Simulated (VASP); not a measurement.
# AlN (P6_3mc) in VASP: notebook

Runs on AlN. Level: PBE. Tasks: single point.

All numbers are computed with VASP 6.6.1; they aren't measurements. Logs are shortened: lines on timing, memory, paths and dates and some standing lists are left out, and cuts for length are marked.

### Step 1. The cell of the first run

The structure is hexagonal, space group P6_3mc (No. 186). Conventional cell: a = 3.130 Å, b = 3.130 Å, c = 5.018 Å, α = 90.00°, β = 90.00°, γ = 120.00°. Al (site symmetry 3m) has 4 N at 1.90 to 1.91 Å within 2.5 Å. Within 2.5 Å of N (site symmetry 3m) lie 4 Al at 1.90 to 1.91 Å.

### Step 2. Single point, PBE

File INCAR:

```
PREC = Accurate
ENCUT = 520
EDIFF = 1E-6
ISMEAR = 0
SIGMA = 0.05
LREAL = F
LASPH = T
NELM = 60
ALGO = Normal
ISIF = 2
LWAVE = F
LCHARG = F
GGA = PE
NBANDS = 26
```

File KPOINTS:

```
regular mesh
0
Gamma
  12 12 2
```

File POSCAR:

```
AlN
1.0
    3.1302395629      0.0000000000      0.0000000000
   -1.5651197814      2.7108669814      0.0000000000
    0.0000000000      0.0000000000     10.0359593112
Al N
4 4
Direct
    0.3333333333      0.6666666667      0.0008643587
    0.3333333333      0.6666666667      0.5008643587
    0.6666666667      0.3333333333      0.2508643587
    0.6666666667      0.3333333333      0.7508643587
    0.3333333333      0.6666666667      0.1916356413
    0.3333333333      0.6666666667      0.6916356413
    0.6666666667      0.3333333333      0.4416356413
    0.6666666667      0.3333333333      0.9416356413
```

Potentials or basis: VASP PAW PBE potentials, release 64 (Al, N).

Launch:

```console
cat potpaw_PBE.64/Al/POTCAR potpaw_PBE.64/N/POTCAR > POTCAR
mpirun -np 1 vasp_std > vasp.out
```

OUTCAR:

```text
PREC = Accurate
   ENCUT = 520
   EDIFF = 1E-6
   ISMEAR = 0
   LREAL = F
   LASPH = T
   NELM = 60
   ISIF = 2
   GGA = PE

 ion  position               nearest neighbor table
   1  0.333  0.667  0.001-   8 1.90   8 1.90   8 1.90   5 1.91   3 3.09   4 3.09   4 3.09   3 3.09
                             4 3.09   3 3.09
   2  0.333  0.667  0.501-   7 1.90   7 1.90   7 1.90   6 1.91   3 3.09   4 3.09   4 3.09   3 3.09
                             4 3.09   3 3.09
   3  0.667  0.333  0.251-   5 1.90   5 1.90   5 1.90   7 1.91   2 3.09   1 3.09   1 3.09   2 3.09
                             2 3.09   1 3.09
   4  0.667  0.333  0.751-   6 1.90   6 1.90   6 1.90   8 1.91   2 3.09   1 3.09   1 3.09   2 3.09
                             2 3.09   1 3.09
   5  0.333  0.667  0.192-   3 1.90   3 1.90   3 1.90   1 1.91
   6  0.333  0.667  0.692-   4 1.90   4 1.90   4 1.90   2 1.91
   7  0.667  0.333  0.442-   2 1.90   2 1.90   2 1.90   3 1.91
   8  0.667  0.333  0.942-   1 1.90   1 1.90   1 1.90   4 1.91

  LATTYP: Found a hexagonal cell.
 ALAT       =     3.1302395629
 C/A-ratio  =     3.2061313869

  Lattice vectors:

 A1 = (   3.1302395629,   0.0000000000,   0.0000000000)
 A2 = (  -1.5651197814,   2.7108669814,   0.0000000000)
 A3 = (   0.0000000000,   0.0000000000,  10.0359593112)

Analysis of symmetry for initial positions (statically):
=====================================================================
 Subroutine PRICEL returns following result:

  LATTYP: Found a hexagonal cell.
 ALAT       =     3.1302395629
 C/A-ratio  =     1.6030656935

  Lattice vectors:

 A1 = (   3.1302395629,   0.0000000000,   0.0000000000)
 A2 = (  -1.5651197814,   2.7108669814,   0.0000000000)
 A3 = (   0.0000000000,   0.0000000000,   5.0179796556)

   2 primitive cells build up your supercell.

 Routine SETGRP: Setting up the symmetry group for a
 hexagonal supercell.

 Subroutine GETGRP returns: Found 12 space group operations
 (whereof  6 operations were pure point group operations)
 out of a pool of 24 trial point group operations.

The static configuration has the point symmetry C_3v.
 The point group associated with its full space group is C_6v.

Analysis of symmetry for dynamics (positions and initial velocities):
=====================================================================
 Subroutine PRICEL returns following result:

  LATTYP: Found a hexagonal cell.
 ALAT       =     3.1302395629
 C/A-ratio  =     1.6030656935

  Lattice vectors:

 A1 = (   3.1302395629,   0.0000000000,   0.0000000000)
 A2 = (  -1.5651197814,   2.7108669814,   0.0000000000)
 A3 = (   0.0000000000,   0.0000000000,   5.0179796556)

   2 primitive cells build up your supercell.

 Routine SETGRP: Setting up the symmetry group for a
 hexagonal supercell.

 Subroutine GETGRP returns: Found 12 space group operations
 (whereof  6 operations were pure point group operations)
 out of a pool of 24 trial point group operations.

The dynamic configuration has the point symmetry C_3v.
 The point group associated with its full space group is C_6v.

 Subroutine INISYM returns: Found 12 space group operations
 (whereof  6 operations are pure point group operations),
 and found     2 'primitive' translations

----------------------------------------------------------------------------------------

                                     Primitive cell

  volume of cell :      42.5809

  direct lattice vectors                    reciprocal lattice vectors
     3.130239563  0.000000000  0.000000000     0.319464367  0.184442838  0.000000000
    -1.565119781  2.710866981  0.000000000     0.000000000  0.368885676  0.000000000
     0.000000000  0.000000000  5.017979656     0.000000000  0.000000000  0.199283391

  length of vectors
     3.130239563  3.130239563  5.017979656     0.368885676  0.368885676  0.199283391

  position of ions in fractional coordinates (direct lattice)
     0.333333333  0.666666667  0.001728717
     0.666666667  0.333333333  0.501728717
     0.333333333  0.666666667  0.383271283
     0.666666667  0.333333333  0.883271283

  ion indices of the primitive-cell ions
   primitive index   ion index
                 1           1
                 2           3
                 3           5
                 4           8

----------------------------------------------------------------------------------------

 KPOINTS: regular mesh

Automatic generation of k-mesh.
 Grid dimensions read from file:
 generate k-points for:   12   12    2

 Generating k-lattice:

  Cartesian coordinates                     Fractional coordinates (reciprocal lattice)
     0.026622031  0.015370237  0.000000000     0.083333333  0.000000000  0.000000000
     0.000000000  0.030740473  0.000000000     0.000000000  0.083333333  0.000000000
     0.000000000  0.000000000  0.049820848     0.000000000  0.000000000  0.500000000

  Length of vectors
     0.030740473  0.030740473  0.049820848

  Shift w.r.t. Gamma in fractional coordinates (k-lattice)
     0.000000000  0.000000000  0.000000000

 Subroutine IBZKPT returns following result:
 ===========================================

 Found     38 irreducible k-points:

 Following reciprocal coordinates:
            Coordinates               Weight
  0.000000  0.000000  0.000000      1.000000
  0.083333  0.000000  0.000000      6.000000
  0.166667 -0.000000  0.000000      6.000000
  0.250000 -0.000000  0.000000      6.000000
  0.333333  0.000000  0.000000      6.000000
  0.416667 -0.000000  0.000000      6.000000
[... 16 lines left out ...]
  0.250000 -0.000000  0.500000      6.000000
  0.333333  0.000000  0.500000      6.000000
 [... further k-points ...]
   k-points           NKPTS =     38   k-points in BZ     NKDIM =     38   number of bands    NBANDS=     26
   number of dos      NEDOS =    301   number of ions     NIONS =      8
   total plane-waves  NPLWV =  46080
   dimension x,y,z NGX =    24 NGY =   24 NGZ =   80
   dimension x,y,z NGXF=    48 NGYF=   48 NGZF=  160
   ions per type =               4   4
   NGX,Y,Z   is equivalent  to a cutoff of  12.75, 12.75, 13.25 a.u.
   NGXF,Y,Z  is equivalent  to a cutoff of  25.49, 25.49, 26.50 a.u.
 SYSTEM =  unknown system
   PREC   = accura    normal or accurate (medium, high low for compatibility)
   ISTART =      0    job   : 0-new  1-cont  2-samecut
   ICHARG =      2    charge: 1-file 2-atom 10-const
   ISPIN  =      1    spin polarized calculation?
   LNONCOLLINEAR =      F non collinear calculations
   LSORBIT =      F    spin-orbit coupling
   LASPH  =      T    aspherical Exc in radial PAW
   ENCUT  =  520.0 eV  38.22 Ry    6.18 a.u.   5.82  5.82 18.66*2*pi/ulx,y,z
   NELM   =     60;   NELMIN=  2; NELMDL= -5     # of ELM steps
   EDIFF  = 0.1E-05   stopping-criterion for ELM
   LREAL  =      F    real-space projection
   EDIFFG = 0.1E-04   stopping-criterion for IOM
   NSW    =      0    number of steps for IOM
   IBRION =     -1    ionic relax: 0-MD 1-quasi-New 2-CG
   NFREE  =      0    steps in history (QN), initial steepest desc. (CG)
   ISIF   =      2    stress and relaxation
   ISYM   =      2    0-nonsym 1-usesym 2-fastsym
   POTIM  = 0.5000    time-step for ionic-motion
   TEBEG  =    0.0;   TEEND  =   0.0 temperature during run
   PSTRESS=    0.0 pullay stress
   NELECT =      32.0000    total number of electrons
   NUPDOWN=      -1.0000    fix difference up-down
   EMIN   =  10.00;   EMAX   =-10.00  energy-range for DOS
   EFERMI =   0.00;   METHOD = LEGACY
   ISMEAR =     0;   SIGMA  =   0.05  broadening in eV -4-tet -1-fermi 0-gaus
   EFERMI_NEDOS =   21; number of points for ismear=-14 and -15
   IALGO  =     38    algorithm
   IMIX   =      4    mixing-type and parameters
     AMIX     =   0.40;   BMIX     =  1.00
     AMIX_MAG =   1.60;   BMIX_MAG =  1.00
  volume/ion in A,a.u.               =      10.65        71.84
  Fermi-wavevector in a.u.,A,eV,Ry     =   1.181345  2.232418 18.987951  1.395575
  Thomas-Fermi vector in A             =   2.317620
   LORBIT       =      0    0 simple, 1 ext, 2 COOP (PROOUT), +10 PAW based schemes
   GGA     = PE    functional components
   LHFCALC =     F    Hartree Fock is set to
   AEXX    =    0.0000 exact exchange contribution
   IVDW    =     0    specifies the selected vdW correction
   LEPSILON=     F    determine dielectric tensor
   LRPA    =     F    only Hartree local field effects (RPA)
 non-spin polarized calculation
 Gauss-broadening in eV      SIGMA  =   0.05
  energy-cutoff  :      520.00
  volume of cell :       85.16
 maximum number of plane-waves:      2308
 NGX is ok and might be reduce to    24

 number of electron      31.9999997 magnetization

 Free energy of the ion-electron system (eV)
  ---------------------------------------------------
  ext. energy  EPLUGINS =         0.00000000
  ---------------------------------------------------
  free energy    TOTEN  =       -59.56104946 eV

  energy without entropy =      -59.56104946  energy(sigma->0) =      -59.56104946

 E-fermi :   6.1899     XC(G=0): -10.8270

 val. band max:        5.9644465308   @ k =   0.0000   0.0000   0.0000
 cond. band min:      10.0073919785   @ k =   0.0000   0.0000   0.0000
 fundamental gap:      4.0429454477
 Fermi energy:         6.1899419058

 k-point     1 :       0.0000    0.0000    0.0000
  band No.  band energies     occupation
      1      -9.1032      2.00000
      2      -8.2386      2.00000
      3      -8.2386      2.00000
      4      -7.0204      2.00000
      5       0.0589      2.00000
      6       2.6646      2.00000
[... 18 lines left out ...]
     25      16.9906      0.00000
     26      17.3069      0.00000

 k-point     2 :       0.0833    0.0000    0.0000
  band No.  band energies     occupation
      1      -9.0165      2.00000
      2      -8.1633      2.00000
      3      -8.1633      2.00000
      4      -6.9713      2.00000
      5       0.1627      2.00000
      6       2.6422      2.00000
[... 18 lines left out ...]
     25      17.2419      0.00000
     26      17.4973      0.00000

 k-point     3 :       0.1667   -0.0000    0.0000
  band No.  band energies     occupation
      1      -8.7642      2.00000
      2      -7.9477      2.00000
      3      -7.9477      2.00000
      4      -6.8373      2.00000
      5       0.4688      2.00000
      6       2.4813      2.00000
[... 18 lines left out ...]
     25      17.5238      0.00000
     26      17.5238      0.00000

 k-point     4 :       0.2500   -0.0000    0.0000
  band No.  band energies     occupation
      1      -8.3718      2.00000
      2      -7.6244      2.00000
      3      -7.6244      2.00000
      4      -6.6599      2.00000
      5       0.9584      2.00000
      6       1.9868      2.00000
[... 18 lines left out ...]
     25      17.3755      0.00000
     26      17.3795      0.00000
[... 496 lines left out ...]
      1      -8.5445      2.00000
      2      -8.5445      2.00000
      3      -7.2102      2.00000
      4      -7.2102      2.00000
      5       1.0949      2.00000
      6       1.0949      2.00000
[... 18 lines left out ...]
     25      17.4037      0.00000
     26      17.4038      0.00000

 k-point    23 :       0.2500   -0.0000    0.5000
  band No.  band energies     occupation
      1      -8.1684      2.00000
      2      -8.1684      2.00000
      3      -6.9750      2.00000
      4      -6.9750      2.00000
      5       1.2600      2.00000
      6       1.2600      2.00000
[... 18 lines left out ...]
     25      16.9554      0.00000
     26      16.9554      0.00000

 k-point    24 :       0.3333    0.0000    0.5000
  band No.  band energies     occupation
      1      -7.7152      2.00000
      2      -7.7152      2.00000
      3      -6.7444      2.00000
      4      -6.7444      2.00000
      5       1.0360      2.00000
      6       1.0360      2.00000
[... 18 lines left out ...]
     25      16.9989      0.00000
     26      16.9989      0.00000

 [... further k-points ...]

------------------------ aborting loop because EDIFF is reached ----------------------------------------

  FORCE on cell =-STRESS in cart. coord.  units (eV):
  Direction    XX          YY          ZZ          XY          YZ          ZX
  --------------------------------------------------------------------------------------
  -------------------------------------------------------------------------------------
  Total       -0.1506010     -0.1506010     -0.1186785     -0.0000000      0.0000000      0.0000000
  in kB       -2.8333078     -2.8333078     -2.2327389     -0.0000000      0.0000000      0.0000000
  external PRESSURE =      -2.6331181 kB  Pullay stress =       0.0000000 kB

 VOLUME and BASIS-vectors are now :
 -----------------------------------------------------------------------------
  energy-cutoff  :      520.00
  volume of cell :       85.16
      direct lattice vectors                 reciprocal lattice vectors
     3.130239563  0.000000000  0.000000000     0.319464367  0.184442838  0.000000000
    -1.565119781  2.710866981  0.000000000     0.000000000  0.368885676  0.000000000
     0.000000000  0.000000000 10.035959311     0.000000000  0.000000000  0.099641695

 POSITION                                       TOTAL-FORCE (eV/Angst)
 -----------------------------------------------------------------------------------
     -0.00000      1.80724      0.00867        -0.000000      0.000000      0.000751
     -0.00000      1.80724      5.02665        -0.000000      0.000000      0.000751
      1.56512      0.90362      2.51766        -0.000000     -0.000000      0.000751
      1.56512      0.90362      7.53564        -0.000000     -0.000000      0.000751
     -0.00000      1.80724      1.92325         0.000000      0.000000     -0.000751
     -0.00000      1.80724      6.94123         0.000000      0.000000     -0.000751
      1.56512      0.90362      4.43224         0.000000     -0.000000     -0.000751
      1.56512      0.90362      9.45022         0.000000     -0.000000     -0.000751
 -----------------------------------------------------------------------------------
    total drift:                               -0.000000      0.000000      0.001301

  FREE ENERGIE OF THE ION-ELECTRON SYSTEM (eV)
  ---------------------------------------------------
  free  energy   TOTEN  =       -59.5610494635 eV

  energy  without entropy=      -59.5610494635  energy(sigma->0) =      -59.56104946
```

It took 83 s on 1 thread of Intel Xeon Platinum 8175M at 2.50GHz (Skylake/Cascade Lake), shared host; peak memory 0.22 GiB.

What came out:

- Free energy: -59.5610 eV
- Pressure: -0.3 GPa
- Band gap on the k mesh: 4.04 eV

### Step 3. Single point, PBE

This run uses another cell than the first one: it holds 16 atoms, not 8.

File INCAR:

```
PREC = Accurate
ENCUT = 520
EDIFF = 1E-7
ISMEAR = 0
SIGMA = 0.05
LREAL = Auto
LASPH = T
NELM = 100
ALGO = Normal
ISIF = 2
LWAVE = F
LCHARG = F
GGA = PE
NBANDS = 46
```

File KPOINTS:

```
Automatic mesh
0
Gamma
  6 6 6
```

File POSCAR:

```
AlN
1.0
    3.1302395629      0.0000000000     -5.0179796556
    3.1302395629      0.0000000000      5.0179796556
   -3.1302395629     -5.4217339628      0.0000000000
Al N
8 8
Direct
    0.8324689746      0.8341976921      0.1666666667
    0.3324689746      0.3341976921      0.1666666667
    0.8324689746      0.8341976921      0.6666666667
    0.3324689746      0.3341976921      0.6666666667
    0.9158023079      0.4175310254      0.3333333333
    0.4158023079      0.9175310254      0.3333333333
    0.9158023079      0.4175310254      0.8333333333
    0.4158023079      0.9175310254      0.8333333333
    0.6416976921      0.0249689746      0.1666666667
    0.1416976921      0.5249689746      0.1666666667
    0.6416976921      0.0249689746      0.6666666667
    0.1416976921      0.5249689746      0.6666666667
    0.7250310254      0.6083023079      0.3333333333
    0.2250310254      0.1083023079      0.3333333333
    0.7250310254      0.6083023079      0.8333333333
    0.2250310254      0.1083023079      0.8333333333
```

Potentials or basis: VASP PAW PBE potentials, release 64 (Al, N).

Launch:

```console
cat potpaw_PBE.64/Al/POTCAR potpaw_PBE.64/N/POTCAR > POTCAR
mpirun -np 1 vasp_std > vasp.out
```

Wall time 13 min (1 thread of Intel Xeon Platinum 8175M at 2.50GHz (Skylake/Cascade Lake), shared host); peak memory 0.44 GiB.

It converged, with:

| Property | Result |
| --- | --- |
| Free energy | -119.1244 eV |
| Pressure | -0.3 GPa |
| Band gap on the k mesh | 4.04 eV |

Stress tensor (GPa, compression positive):
```
-0.32  0.00  0.00
 0.00 -0.33  0.00
 0.00  0.00 -0.24
```

Levels at points of the mesh, in eV from the valence-band top:
```csv
k point,band 28,band 29,band 30,band 31,band 32,band 33,band 34,band 35,band 36,band 37
"(0.00, 0.00, 0.00)",-0.85,-0.68,-0.20,-0.20,0.00,4.04,5.24,5.24,5.24,5.24
"(0.50, 0.00, 0.00)",-0.88,-0.63,-0.63,-0.60,-0.60,5.92,5.92,6.14,6.14,7.20
"(0.50, 0.50, 0.00)",-0.68,-0.53,-0.53,-0.53,-0.53,5.24,5.24,5.76,5.76,5.76
"(0.00, 0.00, 0.50)",-0.96,-0.43,-0.43,-0.41,-0.41,6.06,6.06,6.57,6.57,6.57
"(0.50, 0.50, 0.50)",-1.41,-1.02,-1.02,-1.02,-1.02,5.71,5.71,6.44,6.44,6.44
```
